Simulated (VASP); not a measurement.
**InP: single point with revPBE+U**

Crystal: InP.

```
CELL_PARAMETERS angstrom
0.00000 2.95198 2.95198
2.95198 0.00000 2.95198
2.95198 2.95198 0.00000
ATOMIC_POSITIONS crystal
In 0.00000 0.00000 0.00000
P 0.25000 0.25000 0.25000
```

- Program: VASP 6.6.1
- Task: single point
- Functional: revPBE
- Potentials or basis: VASP PAW PBE potentials, release 64 (In_d, P)
- Cutoff: 500 eV
- k mesh: 4 × 2 × 2
- Occupations: gaussian, width 0.1 eV
- Spin: no spin polarisation
- Hubbard terms: In d U = 5.8 eV, J = 0.39 eV
- Dipole correction: no
- LDAUTYPE: 1
- Hund's J: 0.39
- Further INCAR settings: ALGO = Normal; EDIFF = 1e-06; NBANDS = 16; ISYM = 0

- Pressure: 3.1 GPa
- Band gap on the k mesh: 0.86 eV, direct

Levels at points of the mesh, in eV from the valence-band top:
| k point | band 5 | band 6 | band 7 | band 8 | band 9 | band 10 | band 11 | band 12 | band 13 | band 14 |
| --- | --- | --- | --- | --- | --- | --- | --- | --- | --- | --- |
| (0.00, 0.00, 0.00) | -16.65 | -11.16 | 0.00 | 0.00 | 0.00 | 0.86 | 4.19 | 4.20 | 4.20 | 8.82 |
| (0.50, 0.00, 0.00) | -16.64 | -9.61 | -5.44 | -0.85 | -0.85 | 1.58 | 4.76 | 4.76 | 7.24 | 9.76 |
| (0.00, 0.50, 0.00) | -16.64 | -9.61 | -5.46 | -0.85 | -0.85 | 1.61 | 4.76 | 4.77 | 7.23 | 9.71 |
| (0.50, 0.50, 0.00) | -16.62 | -8.98 | -5.53 | -2.10 | -2.10 | 1.83 | 2.30 | 9.39 | 9.58 | 9.58 |
| (0.00, 0.00, 0.50) | -16.64 | -9.61 | -5.46 | -0.85 | -0.85 | 1.61 | 4.76 | 4.77 | 7.23 | 9.71 |
| (0.50, 0.00, 0.50) | -16.62 | -8.98 | -5.53 | -2.10 | -2.10 | 1.83 | 2.30 | 9.39 | 9.58 | 9.58 |
| (0.00, 0.50, 0.50) | -16.62 | -8.98 | -5.53 | -2.10 | -2.10 | 1.83 | 2.30 | 9.39 | 9.58 | 9.58 |
| (0.50, 0.50, 0.50) | -16.64 | -9.61 | -5.46 | -0.85 | -0.85 | 1.61 | 4.76 | 4.77 | 7.23 | 9.71 |

Eigenvalues of the final occupation matrices:
```csv
site,spin,trace,eigenvalues
site 1 d,1,5.02,0.99 0.99 1.01 1.01 1.01
site 1 d,2,5.02,0.99 0.99 1.01 1.01 1.01
```

Wall time 8.5 s on 1 thread of Intel Xeon 6975P-C, on a shared host, peak memory 0.16 GiB.

Caveat: the k points lie up to 0.92 Å⁻¹ apart; the PAW data sets were made with another functional, which shifts forces and pressure a little; spin-orbit coupling is left out, which moves the levels of the heavy elements; the U is typed as a test and isn't derived for this compound.
